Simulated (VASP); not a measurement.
Input of a VASP 6.6.1 run:

Contents of INCAR:

```
SYSTEM = Zr12H
  PREC = Accurate
  ENCUT = 520
  EDIFF = 1E-6
  ISMEAR = 0
  SIGMA = 0.05
  LREAL = .FALSE.
  LASPH = .TRUE.
  NELM = 80
  ALGO = Normal
  ISIF = 2
  LWAVE = .FALSE.
  LCHARG = .FALSE.
  GGA = PS
  NBANDS = 84
```

File KPOINTS:

```
regular mesh
0
G
  3 2 3
  0 0 0
```

POSCAR

```
Zr12H
1.0
    6.4600000000      0.0000000000      0.0000000000
   -4.8450000000      8.3917860000      0.0000000000
    0.0000000000      0.0000000000      5.1453900000
Zr H
12 1
Direct
   -0.0011813616     -0.0007134357     -0.0034253963
    0.1610140300      0.2168381081      0.4959789248
    0.0027485920      0.3296804756     -0.0038547127
    0.1821582056      0.5599100120      0.4967464079
    0.0084020625      0.6750070843     -0.0027247692
    0.1670770668      0.8922340250      0.4969261805
    0.4996447370     -0.0014373579     -0.0038049594
    0.6592462085      0.2101402490      0.4955245375
    0.4931919275      0.3287537361     -0.0044157974
    0.6568478236      0.5589254778      0.4962150585
    0.5035089843      0.6715804002     -0.0036014763
    0.6671913212      0.8875153632      0.4962086450
    0.8355021483      0.4466133908     -0.0032504825
```

Potentials or basis: VASP PAW PBE potentials, release 64 (Zr_sv, H).

Run with:

```sh
$ cat potpaw_PBE.64/Zr_sv/POTCAR potpaw_PBE.64/H/POTCAR > POTCAR
$ mpirun -np 1 vasp_std > vasp.out
```

Q: What does it give for the band gap on the k mesh?

A: Zero (an odd number of electrons rules out a gap without spin polarisation).

Q: Predict the pressure.

A: -1.0 GPa.

Q: Predict the largest force.

A: 0.016 eV/Å.

Forces in eV/Å, atoms in the order of the input:
```
Zr  -0.008 -0.004  0.000
Zr   0.003 -0.008  0.001
Zr   0.004 -0.001 -0.003
Zr   0.003 -0.008  0.000
Zr   0.006  0.011 -0.006
Zr  -0.001  0.001  0.001
Zr  -0.008  0.013 -0.002
Zr   0.009  0.000  0.006
Zr  -0.005 -0.003  0.000
Zr   0.005  0.001  0.005
Zr  -0.007 -0.002 -0.002
Zr   0.003 -0.007 -0.002
H   -0.003  0.007  0.001
```

Caveat: the k points lie up to 0.41 Å⁻¹ apart, too coarse for converged energies and pressures of a metal; the PAW data sets were made with another functional, which shifts forces and pressure a little.
